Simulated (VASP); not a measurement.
Wanted: the native input for a VASP 6.6.1 run.

```yaml
Task: single point
Functional: PBE
Dispersion: D3(BJ)
Potentials_or_basis: VASP PAW PBE potentials, release 64 (Ti_sv, Al)
Cutoff: 500 eV
k_mesh: 8 × 8 × 8
Occupations: gaussian, width 0.025 eV
Spin: collinear spin, ferromagnetic start
Starting_moments: "[-0.17, 0.0] μB"
Dipole_correction: no
Further_INCAR_settings: ALGO = Normal; EDIFF = 1e-06; NBANDS = 18
```

The structure of TiAl lies in POSCAR:

```
TiAl
1.0
    3.1790640000      0.0000000000      0.0000000000
    0.0000000000      3.1790640000      0.0000000000
    0.0000000000      0.0000000000      3.1790640000
Ti Al
1 1
Direct
    0.0000000000      0.0000000000      0.0000000000
    0.5000000000      0.5000000000      0.5000000000
```

The input as run:

INCAR

```
SYSTEM = TiAl
PREC = Accurate
ENCUT = 500
EDIFF = 1E-6
ISMEAR = 0
SIGMA = 0.025
LREAL = .False.
LASPH = .True.
NELM = 200
ALGO = Normal
ISIF = 2
LWAVE = .False.
LCHARG = .False.
ISPIN = 2
MAGMOM = -0.17 0
LORBIT = 11
LMAXMIX = 4
GGA = PE
IVDW = 12
NBANDS = 18
GGA_COMPAT = .False.
```

KPOINTS

```
Automatic mesh
0
Gamma
  8 8 8
  0 0 0
```

Potentials or basis: VASP PAW PBE potentials, release 64 (Ti_sv, Al).

Run with:

```bash
$ cat potpaw_PBE.64/Ti_sv/POTCAR potpaw_PBE.64/Al/POTCAR > POTCAR
$ mpirun -np 1 vasp_std > vasp.out
```

It gave:

```
Pressure                                              : -4.2 GPa
Net moment                                            : -0.30 μB per cell
Site moments                                          : Ti -0.22; Al +0.00 μB
Valence electrons inside the program's atomic spheres : Ti 10.28; Al 0.82
Dispersion energy per atom                            : -0.486 eV
```

Caveat: pairwise dispersion overbinds metals, which lowers pressure and volume.

Run time: 70 s on 1 thread of AMD EPYC 7R13, on a shared host, peak memory 0.15 GiB.
